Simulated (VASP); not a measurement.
# Ba (P6/mmm) in VASP: a series of runs, part 2 of 2

VASP 6.6.1. The steps go on from the part before.

### 3 Single point, PBE (strain -0.050 along x and y, +0.050 along z)

INCAR reads:

```
ALGO = Fast
EDIFF = 1E-6
ENCUT = 520
GGA = PE
ISIF = 2
ISMEAR = 0
LASPH = True
LCHARG = False
LREAL = False
LWAVE = False
NBANDS = 11
NELM = 80
PREC = Accurate
SIGMA = 0.15
```

KPOINTS reads:

```
k-points
0
Gamma
  15 15 12
```

POSCAR reads:

```
Ba
1.0
    4.0960330130      0.0000000000      0.0000000000
   -2.0480165065      3.5472686440      0.0000000000
    0.0000000000      0.0000000000      4.1090839650
Ba
1
Direct
    0.0000000000      0.0000000000      0.0000000000
```

Potentials or basis: VASP PAW PBE potentials, release 64 (Ba_sv).

On the command line:

```
cat potpaw_PBE.64/Ba_sv/POTCAR > POTCAR
mpirun -np 1 vasp_std > vasp.out
```

OUTCAR:

```text
EDIFF = 1E-6
   ENCUT = 520
   GGA = PE
   ISIF = 2
   ISMEAR = 0
   LASPH = True
   LREAL = False
   NELM = 80
   PREC = Accurate

 ion  position               nearest neighbor table
   1  0.000  0.000  0.000-

  LATTYP: Found a hexagonal cell.
 ALAT       =     4.0960330130
 C/A-ratio  =     1.0031862419

  Lattice vectors:

 A1 = (   4.0960330130,   0.0000000000,   0.0000000000)
 A2 = (  -2.0480165065,   3.5472686440,   0.0000000000)
[... 516 lines left out ...]
     11       7.3165      0.00000

 [... further k-points ...]

------------------------ aborting loop because EDIFF is reached ----------------------------------------

  FORCE on cell =-STRESS in cart. coord.  units (eV):
  Direction    XX          YY          ZZ          XY          YZ          ZX
  --------------------------------------------------------------------------------------
  -------------------------------------------------------------------------------------
  Total        0.5235522      0.5235522     -0.4440187      0.0000000      0.0000000      0.0000000
  in kB       14.0497311     14.0497311    -11.9154187      0.0000000      0.0000000      0.0000000
  external PRESSURE =       5.3946812 kB  Pullay stress =       0.0000000 kB

 VOLUME and BASIS-vectors are now :
 -----------------------------------------------------------------------------
  energy-cutoff  :      520.00
  volume of cell :       59.70
      direct lattice vectors                 reciprocal lattice vectors
     4.096033013  0.000000000  0.000000000     0.244138657  0.140953520  0.000000000
    -2.048016506  3.547268644  0.000000000     0.000000000  0.281907039  0.000000000
     0.000000000  0.000000000  4.109083965     0.000000000  0.000000000  0.243363243

 POSITION                                       TOTAL-FORCE (eV/Angst)
 -----------------------------------------------------------------------------------
      0.00000      0.00000      0.00000         0.000000      0.000000      0.000000
 -----------------------------------------------------------------------------------
    total drift:                               -0.000000      0.000000      0.000000

  FREE ENERGIE OF THE ION-ELECTRON SYSTEM (eV)
  ---------------------------------------------------
  free  energy   TOTEN  =        -1.7037820500 eV

  energy  without entropy=       -1.6890402526  energy(sigma->0) =       -1.69641115
```

OSZICAR:

```text
N       E                     dE             d eps       ncg     rms          rms(c)
DAV:   1     0.541305807440E+02    0.54131E+02   -0.42754E+03  4166   0.749E+02
DAV:   2     0.858563603253E+00   -0.53272E+02   -0.51818E+02  5015   0.138E+02
DAV:   3    -0.161846105497E+01   -0.24770E+01   -0.24599E+01  5353   0.308E+01
DAV:   4    -0.170262704653E+01   -0.84166E-01   -0.83981E-01  5345   0.504E+00
DAV:   5    -0.170497412110E+01   -0.23471E-02   -0.23463E-02  5679   0.683E-01    0.191E+00
RMM:   6    -0.170266237808E+01    0.23117E-02   -0.46725E-03  4445   0.647E-01    0.114E+00
RMM:   7    -0.170319083234E+01   -0.52845E-03   -0.12353E-02  5070   0.114E+00    0.649E-02
RMM:   8    -0.170368302590E+01   -0.49219E-03   -0.24015E-03  5734   0.314E-01    0.417E-02
RMM:   9    -0.170376426334E+01   -0.81237E-04   -0.31505E-04  6064   0.946E-02    0.193E-02
RMM:  10    -0.170377981702E+01   -0.15554E-04   -0.64911E-05  6080   0.443E-02    0.468E-03
RMM:  11    -0.170378165670E+01   -0.18397E-05   -0.14509E-05  5944   0.182E-02    0.259E-03
RMM:  12    -0.170378204998E+01   -0.39328E-06   -0.31366E-06  4525   0.102E-02
   1 F= -.17037820E+01 E0= -.16964112E+01  d E =-.147418E-01
```

Run time: 2.5 min. Hardware: 1 thread of Intel Xeon 8259CL, shared host; peak memory 0.26 GiB.

Results:

```
Free energy            : -1.7038 eV
Pressure               : 0.5 GPa
Band gap on the k mesh : zero (bands 5 and 6 overlap by 0.92 eV)
```

Stress tensor (GPa, compression positive):
```
 1.40  0.00  0.00
 0.00  1.40  0.00
 0.00  0.00 -1.19
```

Levels at points of the mesh, in eV from the Fermi level:
```
           k point  band 3  band 4  band 5  band 6  band 7  band 8
(0.00, 0.00, 0.00)  -13.79  -13.79   -2.69    0.11    1.89    1.89
(0.00, 0.00, 0.50)  -13.75  -13.75   -1.04    0.55    2.28    2.28
```

Caveat: the cell differs from its parent crystal (strain -0.050 along x and y, +0.050 along z); spin-orbit coupling is left out, which moves the levels of the heavy elements.

### 4 Single point, PBE (strain +0.000 along x and y, -0.050 along z)

INCAR reads:

```
SYSTEM = Ba
ALGO     = Normal         ! electronic algorithm
EDIFF    = 1E-6           ! SCF threshold, eV
ENCUT    = 520            ! plane-wave cutoff, eV
GGA      = PE             ! functional
ISIF     = 2              ! what is computed and relaxed
ISMEAR   = 0              ! smearing method
LASPH    = .True.         ! aspherical terms in the spheres
LCHARG   = .False.        ! write CHGCAR
LREAL    = .False.        ! projectors in reciprocal space
LWAVE    = .False.        ! write WAVECAR
NBANDS   = 11             ! bands
NELM     = 80             ! most SCF steps
PREC     = Accurate       ! precision mode
SIGMA    = 0.15           ! smearing width, eV
```

KPOINTS reads:

```
k-points
0
Gamma
  15 15 12
  0 0 0
```

POSCAR reads:

```
Ba
1.0
    4.3116136979      0.0000000000      0.0000000000
   -2.1558068490      3.7339669937      0.0000000000
    0.0000000000      0.0000000000      3.7177426350
Ba
1
Direct
    0.0000000000      0.0000000000      0.0000000000
```

Potentials or basis: VASP PAW PBE potentials, release 64 (Ba_sv).

On the command line:

```
cat potpaw_PBE.64/Ba_sv/POTCAR > POTCAR
mpirun -np 1 vasp_std > vasp.out
```

OUTCAR:

```text
SYSTEM = Ba
   EDIFF = 1E-6
   ENCUT = 520
   GGA = PE
   ISIF = 2
   ISMEAR = 0
   LASPH = .True.
   LREAL = .False.
   NELM = 80
   PREC = Accurate

 ion  position               nearest neighbor table
   1  0.000  0.000  0.000-

  LATTYP: Found a hexagonal cell.
 ALAT       =     4.3116136979
 C/A-ratio  =     0.8622624603

  Lattice vectors:

 A1 = (   4.3116136979,   0.0000000000,   0.0000000000)
[... 515 lines left out ...]
     10       6.4740      0.00000
     11       6.8986      0.00000

 [... further k-points ...]

------------------------ aborting loop because EDIFF is reached ----------------------------------------

  FORCE on cell =-STRESS in cart. coord.  units (eV):
  Direction    XX          YY          ZZ          XY          YZ          ZX
  --------------------------------------------------------------------------------------
  -------------------------------------------------------------------------------------
  Total       -0.1921213     -0.1921213      0.9053947      0.0000000     -0.0000000      0.0000000
  in kB       -5.1427621     -5.1427621     24.2358865      0.0000000     -0.0000000      0.0000000
  external PRESSURE =       4.6501208 kB  Pullay stress =       0.0000000 kB

 VOLUME and BASIS-vectors are now :
 -----------------------------------------------------------------------------
  energy-cutoff  :      520.00
  volume of cell :       59.85
      direct lattice vectors                 reciprocal lattice vectors
     4.311613698  0.000000000  0.000000000     0.231931724  0.133905844  0.000000000
    -2.155806849  3.733966994  0.000000000     0.000000000  0.267811687  0.000000000
     0.000000000  0.000000000  3.717742635     0.000000000  0.000000000  0.268980427

 POSITION                                       TOTAL-FORCE (eV/Angst)
 -----------------------------------------------------------------------------------
      0.00000      0.00000      0.00000         0.000000      0.000000      0.000000
 -----------------------------------------------------------------------------------
    total drift:                                0.000000      0.000000     -0.000000

  FREE ENERGIE OF THE ION-ELECTRON SYSTEM (eV)
  ---------------------------------------------------
  free  energy   TOTEN  =        -1.7056098626 eV

  energy  without entropy=       -1.6940088734  energy(sigma->0) =       -1.69980937
```

Run time: 77 s. Hardware: 1 thread of Intel Xeon 8259CL, shared host; peak memory 0.26 GiB.

Results:

- Free energy: -1.7056 eV
- Pressure: 0.5 GPa
- Band gap on the k mesh: zero (bands 5 and 6 overlap by 0.60 eV)

Levels at points of the mesh, in eV from the Fermi level:
| k point | band 2 | band 3 | band 4 | band 5 | band 6 | band 7 | band 8 | band 9 |
| --- | --- | --- | --- | --- | --- | --- | --- | --- |
| (0.00, 0.00, 0.00) | -14.04 | -14.04 | -13.77 | -2.75 | 0.01 | 1.62 | 1.62 | 5.19 |
| (0.00, 0.00, 0.50) | -14.90 | -13.91 | -13.91 | -0.59 | 0.93 | 2.30 | 2.30 | 2.40 |

Caveat: the cell differs from its parent crystal (strain +0.000 along x and y, -0.050 along z); spin-orbit coupling is left out, which moves the levels of the heavy elements.

### 5 Overview

| cell | gap on the mesh (eV) | pressure (GPa) |
| --- | --- | --- |
| a = 4.096, b = 4.096, c = 3.913 Å, angles 90.0, 90.0, 120.0°, 1 atom | none | 1.0 |
| a = 4.096, b = 4.096, c = 4.109 Å, angles 90.0, 90.0, 120.0°, 1 atom | none | 0.5 |
| a = 4.312, b = 4.312, c = 3.718 Å, angles 90.0, 90.0, 120.0°, 1 atom | none | 0.5 |

Alike in all rows: task single point; level PBE; potentials or basis VASP PAW PBE potentials, release 64 (Ba_sv); no spin polarisation; k mesh 15 × 15 × 12; cutoff (eV) 520; smearing gaussian 0.15 eV.

Caveats: spin-orbit coupling is left out, which moves the levels of the heavy elements.

Total energies depend on the potentials used, so only differences within one code and one set of settings carry meaning.
